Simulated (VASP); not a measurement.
**CaH2Pt: single point with PBE**

Crystal: CaH2Pt.

```
Ca H Pt
1.0
     3.56130    0.00000    0.00000
    -1.78065    3.08418    0.00000
     0.00000    0.00000    5.96470
Ca H Pt
1 2 1
Direct
  0.00000 0.00000 0.00000
  0.33333 0.66667 0.00000
  0.66667 0.33333 0.00000
  0.00000 0.00000 0.50000
```

```yaml
Program: VASP 6.6.1
Task: single point
Functional: PBE
Potentials_or_basis: VASP PAW PBE potentials, release 64 (Ca_sv, H, Pt)
Cutoff: 520 eV
k_mesh: 15 × 15 × 8
Occupations: gaussian, width 0.1 eV
Spin: no spin polarisation
Dipole_correction: no
Further_INCAR_settings: ALGO = Normal; EDIFF = 1e-07; NBANDS = 19
```

```yaml
Pressure: 0.1 GPa
Band_gap_on_the_k_mesh: zero (bands 11 and 12 overlap by 0.26 eV)
```

Stress tensor (GPa, compression positive):
```
 0.15  0.00  0.00
 0.00  0.15  0.00
 0.00  0.00 -0.08
```

Levels at points of the mesh, in eV from the Fermi level:
```csv
k point,band 7,band 8,band 9,band 10,band 11,band 12,band 13,band 14,band 15,band 16
"(0.00, 0.00, 0.00)",-1.10,-0.85,-0.85,-0.20,-0.20,2.34,2.96,5.20,5.20,7.58
"(0.00, 0.00, 0.50)",-0.85,-0.85,-0.83,-0.16,-0.16,2.65,2.97,5.18,5.18,7.22
```

Run time: 76 s on 1 thread of Intel(R) Xeon(R) 6975P-C (Granite Rapids), with other jobs on the host, peak memory 0.32 GiB.

Caveat: spin-orbit coupling is left out, which moves the levels of the heavy elements.
